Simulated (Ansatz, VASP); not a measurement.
## BiSb2O2: VASP beside Ansatz

```
Sb Bi O
1.0
    -1.90440    1.90440    6.96494
     1.90440   -1.90440    6.96494
     1.90440    1.90440   -6.96494
Sb Bi O
2 1 2
Direct
  0.65973 0.65973 0.00000
  0.34027 0.34027 0.00000
  0.00000 0.00000 0.00000
  0.75000 0.25000 0.50000
  0.25000 0.75000 0.50000
```

Change from the starting cell: species swapped into the TmFe2Ge2 type (I4/mmm, No. 139).

Alike in both runs: functional PBE; k mesh 6 × 6 × 6; occupations gaussian, width 0.1 eV; no spin polarisation.

Ansatz relaxed the structure, and its values are those at the end. VASP's run is a single point on that final structure, the one shown.

```csv
,VASP,Ansatz
version,VASP 6.6.1,Ansatz 0.2.0
potentials or method,"VASP PAW PBE potentials, release 64 (Sb, Bi_d, O), cutoff 520 eV","scalar-relativistic, plane waves, PAW"
valence electrons in the cell,37,57
```

VASP gave:

* gap on the k mesh at the Fermi level (eV): none
* pressure (GPa): -0.5
* rms of the force components (eV/Å): 0.039

Problem. Estimate Ansatz's values.

Solution. gap on the k mesh at the Fermi level (eV): none; pressure (GPa): 0.0; rms of the force components (eV/Å): 0.010.

A gap of «none» marks a metal or a gap that the smearing closes. The functional is the same, so the differences come from potentials, cutoffs and numerics. VASP's potentials hold 37 valence electrons a cell and Ansatz's 57, so a difference there can come from the potentials and not from the codes.

The k mesh is coarse, so the values compare programs but aren't converged. Spin-orbit coupling is off throughout.
